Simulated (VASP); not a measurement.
# FePt: single point with PBEsol

FePt:

```
Pt Fe
1.0
     2.75934    0.00000    0.00000
     0.00000    2.75934    0.00000
     0.00000    0.00000    3.76895
Pt Fe
1 1
Cartesian
  1.3797 1.3797 1.8845
  0.0000 0.0000 0.0000
```

```yaml
Program: VASP 6.6.1
Task: single point
Functional: PBEsol
Potentials_or_basis: VASP PAW PBE potentials, release 64 (Pt, Fe)
Cutoff: 520 eV
k_mesh: 10 × 10 × 7
Occupations: fermi-dirac, width 0.05 eV
Spin: collinear spin, ferromagnetic start
Starting_moments: "[0.0, 3.0] μB"
Dipole_correction: no
Further_INCAR_settings: ALGO = Fast; EDIFF = 1e-06; NBANDS = 20
```

```json
{
 "Pressure": "-13.4 GPa",
 "Net moment": "3.35 μB per cell",
 "Site moments": "Pt +0.34; Fe +2.98 μB",
 "Valence electrons inside the program's atomic spheres": "Pt 9.33; Fe 6.91"
}
```

Stress tensor (GPa, compression positive):
```
-13.66   0.00   0.00
  0.00 -13.66   0.00
  0.00   0.00 -12.88
```

Levels at points of the mesh, in eV from the Fermi level:
Spin up:
```tsv
k point	band 9	band 10	band 11	band 12	band 13	band 14
(0.00, 0.00, 0.00)	-0.55	-0.48	-0.48	2.17	9.25	11.33
(0.50, 0.00, 0.00)	-2.20	-1.58	-0.02	1.86	10.15	10.17
(0.50, 0.50, 0.00)	-0.58	0.47	1.52	1.52	7.15	9.50
```
Spin down:
| k point | band 5 | band 6 | band 7 | band 8 | band 9 | band 10 |
| --- | --- | --- | --- | --- | --- | --- |
| (0.00, 0.00, 0.00) | -2.25 | -0.74 | -0.69 | 0.56 | 1.58 | 1.61 |
| (0.50, 0.00, 0.00) | -2.32 | -1.33 | -1.08 | -0.80 | 0.49 | 0.71 |
| (0.50, 0.50, 0.00) | 0.84 | 1.14 | 1.57 | 1.67 | 1.67 | 1.70 |

Wall time 73 s on 1 thread of Intel(R) Xeon(R) Platinum 8375C CPU @ 2.90GHz (Ice Lake), with other jobs on the host, peak memory 0.22 GiB.

Caveat: the cell stands under tension; the PAW data sets were made with another functional, which shifts forces and pressure a little; spin-orbit coupling is left out, which moves the levels of the heavy elements.
